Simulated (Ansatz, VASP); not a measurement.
**Two plane-wave programs on ZnS**

POSCAR

```
ZnS
1.0
    0.0000000000      2.7064883926      2.6940955531
    2.6940955531      0.0000000000      2.6940955531
    2.6940955531      2.7064883926      0.0000000000
Zn S
1 1
Direct
    0.2500000000      0.2500000000      0.2500000000
    0.0000000000      0.0000000000      0.0000000000
```

Contents of INCAR.step1:

```
SYSTEM = ZnS
PREC = Accurate ; ENCUT = 520
EDIFF = 1E-5 ; ISMEAR = 0
SIGMA = 0.01 ; LREAL = .FALSE.
LASPH = .TRUE. ; NELM = 100
ALGO = Normal ; ISIF = 2
LWAVE = .TRUE. ; LCHARG = .FALSE.
GGA = PE ; NBANDS = 16
```

Contents of INCAR.step2:

```
SYSTEM = ZnS
PREC = Accurate ; ENCUT = 520
EDIFF = 1E-7 ; ISMEAR = 0
SIGMA = 0.01 ; LREAL = .FALSE.
LASPH = .TRUE. ; NELM = 100
ALGO = Normal ; ISIF = 2
LWAVE = .FALSE. ; LCHARG = .FALSE.
GGA = PE ; LHFCALC = .TRUE.
HFSCREEN = 0.2079 ; PRECFOCK = Normal
ISTART = 1 ; NBANDS = 16
```

The input KPOINTS:

```
Automatic mesh
0
G
  6 6 6
  0 0 0
```

Input for Ansatz:

```yaml
crystal:
  lattice:
    - [0.0, 2.7064883926, 2.6940955531]
    - [2.6940955531, 0.0, 2.6940955531]
    - [2.6940955531, 2.7064883926, 0.0]
  atoms:
    - { symbol: Zn, position: [0.25, 0.25, 0.25] }
    - { symbol: S, position: [0.0, 0.0, 0.0] }
kpoints:
  mp_grid: { grid: [6, 6, 6] }
  band_path:
    path:
      - [0.0, 0.0, 0.0]
      - [-0.5, -0.5, 0.0]
      - [-0.375, -0.375, 0.25]
      - [-0.375, 0.0, 0.375]
      - [0.0, 0.0, 0.5]
      - [-0.5, -0.25, 0.25]
    npoints: 1
hamiltonian:
  xc: hse06
scf:
  occupations: { method: fixed }
  n_extra_bands: 4
output:
  forces: true
  stress: true
  eigenvalues: true
  write_density: true
  write_potential: true
  elf: true
  volumetric_format: npy
```

Change from the starting cell: uniaxial_y strain +0.5%.

Alike in both runs: task single point; functional HSE06; k mesh 6 × 6 × 6; no spin polarisation.

```csv
,VASP,Ansatz
version,VASP 6.6.1,Ansatz 0.2.0
potentials or method,"VASP PAW PBE potentials, release 64 (Zn, S)","plane waves, PAW"
plane-wave cutoff (eV),520,420
occupations,"gaussian, width 0.01 eV",fixed
valence electrons in the cell,18,18
```

VASP gave:

```
gap on the k mesh at the Fermi level (eV)                     : 3.34
pressure (GPa)                                                : 1.3
traceless stress, the component that is largest in VASP (GPa) : -0.13
```

Q: Which values does Ansatz return?

A: gap on the k mesh at the Fermi level (eV): 3.35; pressure (GPa): 1.3; traceless stress, the component that is largest in VASP (GPa): -0.13.

Ansatz's warnings: stress exchange threshold loose, stress scf threshold loose.
